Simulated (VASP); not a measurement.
Here is a VASP 6.6.1 calculation.

INCAR

```
SYSTEM = S
PREC     = Accurate       ! precision mode
ENCUT    = 520            ! plane-wave cutoff, eV
EDIFF    = 1E-7           ! SCF threshold, eV
ISMEAR   = -1             ! smearing method
SIGMA    = 0.05           ! smearing width, eV
LREAL    = .False.        ! projectors in reciprocal space
LASPH    = .True.         ! aspherical terms in the spheres
NELM     = 100            ! most SCF steps
ALGO     = Normal         ! electronic algorithm
ISIF     = 2              ! what is computed and relaxed
LWAVE    = .False.        ! write WAVECAR
LCHARG   = .False.        ! write CHGCAR
GGA      = PE             ! functional
IVDW     = 13             ! dispersion correction
NBANDS   = 9              ! bands
```

File KPOINTS:

```
Automatic mesh
0
Gamma
  18 18 18
  0 0 0
```

The input POSCAR:

```
S
1.0
    1.5563647367      1.5563647367      1.5563647367
   -1.5563647367      1.5563647367      1.5563647367
   -1.5563647367     -1.5563647367      1.5563647367
S
1
Direct
    0.0000000000      0.0000000000      0.0000000000
```

Potentials or basis: VASP PAW PBE potentials, release 64 (S).

Command:

```console
$ cat potpaw_PBE.64/S/POTCAR > POTCAR
$ mpirun -np 1 vasp_std > vasp.out
```

Problem. What does it give for the band gap on the k mesh?

Solution. Zero (band 3 reaches 11.66 eV, above the bottom of band 4 at 4.56 eV).

Problem. Predict the dispersion energy per atom.

Solution. -0.422 eV.

Problem. Estimate the pressure.

Solution. -0.2 GPa.

Caveat: pairwise dispersion overbinds metals, which lowers pressure and volume.
